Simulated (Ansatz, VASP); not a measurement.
# One calculation of HfOs, two programs

```
Hf Os
1.0
     3.23900    0.00000    0.00000
     0.00000    3.23900    0.00000
     0.00000    0.00000    3.23900
Hf Os
1 1
Direct
  0.00000 0.00000 0.00000
  0.50000 0.50000 0.50000
```

Alike in both runs: task relaxation of cell and atoms; functional LDA; k mesh 10 × 10 × 10; occupations fermi-dirac, width 0.05 eV; no spin polarisation.

|  | VASP | Ansatz |
| --- | --- | --- |
| version | VASP 6.6.1 | Ansatz 0.2.0 |
| potentials or method | VASP PAW LDA potentials, release 64 (Hf_pv, Os) | PAW with Ansatz's default frozen-core files, scalar-relativistic |
| plane-wave cutoff (eV) | 600 | 420 |
| valence electrons in the cell | 18 | 42 |

Ansatz gave:

```
relaxed volume (Å³/atom)                                     : 16.35
relaxed cell length with the largest relative difference (Å) : 3.198
```

Estimate VASP's values.

relaxed volume (Å³/atom): 16.34; relaxed cell length with the largest relative difference (Å): 3.197.

LDA's correlation is that of Perdew and Zunger in VASP and of Perdew and Wang (1992) in Ansatz. VASP's potentials hold 18 valence electrons a cell and Ansatz's 42, so a difference there can come from the potentials and not from the codes.

Neither program's run includes spin-orbit coupling.
